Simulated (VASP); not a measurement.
Crystal: CO2.

```
C O
1.0
     2.64290   -2.37988    0.00000
     2.64290    2.37988    0.00000
     0.00000    0.00000    6.42703
C O
2 4
Direct
  0.00000 0.00000 0.00000
  0.50000 0.50000 0.50000
  0.80373 0.19627 0.89287
  0.19627 0.80373 0.10713
  0.69627 0.30373 0.39287
  0.30373 0.69627 0.60713
```

Base run:

```yaml
Program: VASP 6.6.1
Functional: PBE
Potentials_or_basis: VASP PAW PBE potentials, release 64 (C, O)
Cutoff: 520 eV
k_mesh: 6 × 6 × 4
Occupations: gaussian, width 0.01 eV
Spin: no spin polarisation
```

Its results: band gap on the k mesh 6.68 eV, indirect (least direct gap 7.24 eV); pressure 6.7 GPa; largest force 1.437 eV/Å.

The run is repeated on the same cell with these changes: functional from PBE to HSE06; k mesh from 6 × 6 × 4 to 4 × 4 × 2. What comes out?

Band gap on the k mesh 8.41 eV, indirect (least direct gap 9.02 eV); pressure 2.0 GPa; largest force 0.075 eV/Å.

Several settings changed at once, so the effect can't be laid on one alone.

Caveats: some runs use coarse meshes; forces of over 1 eV/Å act on the atoms, so gaps and moduli don't describe the material at rest (some runs); the PAW data sets were made with another functional, which shifts forces and pressure a little (some runs).

A k mesh can miss the band edges.
